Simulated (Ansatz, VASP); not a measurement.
# One calculation of AlNi3, two programs

INCAR

```
SYSTEM = AlNi3
PREC = Accurate
ENCUT = 520
EDIFF = 1E-6
ISMEAR = 0
SIGMA = 0.1
LREAL = .FALSE.
LASPH = .TRUE.
NELM = 60
ALGO = Normal
ISIF = 2
LWAVE = .FALSE.
LCHARG = .FALSE.
GGA = PS
NBANDS = 24
```

Contents of KPOINTS:

```
Automatic mesh
0
G
  2 2 2
  0 0 0
```

The input POSCAR:

```
AlNi3
1.0
    0.0000000000      2.8018887551      2.8018887551
    2.8018887551      0.0000000000      2.8018887551
    2.8018887551      2.8018887551      0.0000000000
Al Ni
1 3
Direct
    0.5000000000      0.5000000000      0.5000000000
    0.2500000000      0.2500000000      0.2500000000
    0.0000000000      0.0000000000      0.0000000000
    0.7500000000      0.7500000000      0.7500000000
```

Input for Ansatz:

```yaml
crystal:
  lattice:
    - [0.0, 2.8018887551, 2.8018887551]
    - [2.8018887551, 0.0, 2.8018887551]
    - [2.8018887551, 2.8018887551, 0.0]
  atoms:
    - { symbol: Al, position: [0.5, 0.5, 0.5] }
    - { symbol: Ni, position: [0.25, 0.25, 0.25] }
    - { symbol: Ni, position: [0.0, 0.0, 0.0] }
    - { symbol: Ni, position: [0.75, 0.75, 0.75] }
basis:
  ecutwfc: 420
kpoints:
  mp_grid: { grid: [2, 2, 2] }
hamiltonian:
  xc: pbesol
scf:
  occupations: { method: gaussian, width: 0.1 }
output:
  forces: true
  stress: true
  eigenvalues: true
```

Alike in both runs: task single point; functional PBEsol; k mesh 2 × 2 × 2; occupations gaussian, width 0.1 eV; no spin polarisation.

|  | VASP | Ansatz |
| --- | --- | --- |
| version | VASP 6.6.1 | Ansatz 0.2.0 |
| potentials or method | VASP PAW PBE potentials, release 64 (Al, Ni), cutoff 520 eV | scalar-relativistic, plane waves, PAW |
| valence electrons in the cell | 33 | 57 |

|  | VASP | Ansatz | Ansatz less VASP |
| --- | --- | --- | --- |
| gap on the k mesh at the Fermi level (eV) | none | none | - |
| pressure (GPa) | -0.8 | -0.8 | -0.03 |

VASP's potentials were made for PBE, not for PBEsol. A gap of «none» marks a metal or a gap that the smearing closes. VASP's potentials hold 33 valence electrons a cell and Ansatz's 57, so a difference there can come from the potentials and not from the codes.

The k mesh is coarse, so the values compare programs but aren't converged.
